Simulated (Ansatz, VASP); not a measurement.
**One calculation of Ga, two programs**

```
Ga
1.0
     2.31080   -3.87292    0.00000
     2.31080    3.87292    0.00000
     0.00000    0.00000    4.54631
Ga
4
Cartesian
  2.3108 -2.6662 0.3816
  2.3108 -1.2067 2.6548
  2.3108 2.6662 4.1647
  2.3108 1.2067 1.8915
```

Alike in both runs: task single point; functional PBE; k mesh 8 × 8 × 7; occupations fermi-dirac, width 0.03 eV; no spin polarisation.

|  | VASP | Ansatz |
| --- | --- | --- |
| version | VASP 6.6.1 | Ansatz 0.2.0 |
| potentials or method | VASP PAW PBE potentials, release 64 (Ga_d), cutoff 520 eV | plane waves (420 eV) with PAW, scalar-relativistic |
| valence electrons in the cell | 52 | 52 |

Ansatz gave:

* pressure (GPa): 0.0

Question: What did VASP give for the same quantities?

Answer: Pressure (GPa): 0.1.
